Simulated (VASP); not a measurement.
Here is a VASP 6.6.1 calculation.

File POSCAR:

```
BeS
1.0
    0.0000000000      2.4261226295      2.4261226295
    2.4261226295      0.0000000000      2.4261226295
    2.4261226295      2.4261226295      0.0000000000
Be S
1 1
Direct
    0.0000000000      0.0000000000      0.0000000000
    0.7500000000      0.7500000000      0.7500000000
```

Contents of INCAR.step1:

```
SYSTEM = BeS
PREC = Accurate
ENCUT = 520
ISMEAR = 0
SIGMA = 0.01
LREAL = .False.
LASPH = .True.
NELM = 60
NBANDS = 11
GGA = PE
ALGO = Normal
EDIFF = 1E-4
LWAVE = .True.
LCHARG = .False.
```

File INCAR.step2:

```
SYSTEM = BeS
PREC = Accurate
ENCUT = 520
EDIFF = 1E-6
ISMEAR = 0
SIGMA = 0.01
LREAL = .False.
LASPH = .True.
NELM = 60
ALGO = Normal
ISIF = 2
LWAVE = .False.
LCHARG = .False.
METAGGA = R2SCAN
LMIXTAU = .True.
NBANDS = 11
ISTART = 1
```

KPOINTS

```
Automatic mesh
0
Gamma
  8 8 8
  0 0 0
```

Potentials or basis: VASP PAW PBE potentials, release 64 (Be, S).

Run with:

```sh
$ cat potpaw_PBE.64/Be/POTCAR potpaw_PBE.64/S/POTCAR > POTCAR
$ cp INCAR.step1 INCAR
$ mpirun -np 1 vasp_std > vasp.out
$ cp INCAR.step2 INCAR
$ mpirun -np 1 vasp_std > vasp.out
```

Task: Predict the pressure.

Result: 1.3 GPa.

Task: Predict the band gap on the k mesh.

Result: 3.58 eV, indirect (least direct gap 6.26 eV).

Caveat: the PAW data sets were made with another functional, which shifts forces and pressure a little. r2SCAN opens gaps a little over a GGA but as a rule still falls short of measured ones.
